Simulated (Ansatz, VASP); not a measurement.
# Ag in VASP and in Ansatz

```
Ag
1.0
     2.93682    0.00000    0.00000
    -1.46841    2.54336    0.00000
     0.00000    0.00000    9.27661
Ag
4
Cartesian
  0.0000 1.6956 2.3192
  1.4684 0.8478 6.9575
  0.0000 0.0000 0.0000
  0.0000 0.0000 4.6383
```

Change from the starting cell: strain +0.000 along x and y, -0.030 along z, atoms carried along.

Alike in both runs: task single point; functional PBE; k mesh 18 × 18 × 6; occupations gaussian, width 0.15 eV; no spin polarisation.

```csv
,VASP,Ansatz
version,VASP 6.6.1,Ansatz 0.2.0
potentials or method,"VASP PAW PBE potentials, release 64 (Ag), cutoff 520 eV","scalar-relativistic, plane waves, PAW"
valence electrons in the cell,44,76
```

|  | VASP | Ansatz | Ansatz less VASP |
| --- | --- | --- | --- |
| gap on the k mesh at the Fermi level (eV) | none | none | - |
| pressure (GPa) | 3.0 | 3.2 | +0.16 |
| traceless stress, the component that is largest in VASP (GPa) | 2.20 | 2.22 | +0.017 |

A gap of «none» marks a metal or a gap that the smearing closes. With one functional, cell and mesh, what is left measures potentials, basis and numerics. VASP's potentials hold 44 valence electrons a cell and Ansatz's 76, so a difference there can come from the potentials and not from the codes.
